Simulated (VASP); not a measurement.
A run of VASP 6.6.1 is set up as follows.

Contents of INCAR:

```
ALGO     = Normal         # electronic algorithm
EDIFF    = 1E-6           # SCF threshold, eV
EDIFFG   = -0.01          # ionic threshold
ENCUT    = 600            # plane-wave cutoff, eV
GGA      = PE             # functional
IBRION   = 2              # ionic algorithm
ISIF     = 3              # what is computed and relaxed
ISMEAR   = -1             # smearing method
LASPH    = T              # aspherical terms in the spheres
LCHARG   = F              # write CHGCAR
LREAL    = F              # projectors in reciprocal space
LWAVE    = F              # write WAVECAR
NELM     = 60             # most SCF steps
NSW      = 100            # ionic steps
PREC     = Accurate       # precision mode
PSTRESS  = 20.0         
SIGMA    = 0.1            # smearing width, eV
```

KPOINTS

```
k-points
0
Gamma
  11 11 11
```

File POSCAR:

```
AlRu
1.0
    2.9916000000      0.0000000000      0.0000000000
    0.0000000000      2.9916000000      0.0000000000
    0.0000000000      0.0000000000      2.9916000000
Al Ru
1 1
Direct
    0.0000000000      0.0000000000      0.0000000000
    0.5000000000      0.5000000000      0.5000000000
```

Potentials or basis: VASP PAW PBE potentials, release 64 (Al, Ru_pv).

Run with:

```bash
$ cat potpaw_PBE.64/Al/POTCAR potpaw_PBE.64/Ru_pv/POTCAR > POTCAR
$ mpirun -np 1 vasp_std > vasp.out
```

(1) Estimate the space group after relaxing (to 0.05 Å).

(2) What does it give for the relaxed volume?

Results:

(1) Pm-3m (No. 221).

(2) 13.43 Å³/atom.

Caveat: the cell is relaxed towards a set pressure, so the enthalpy falls and the energy may rise.
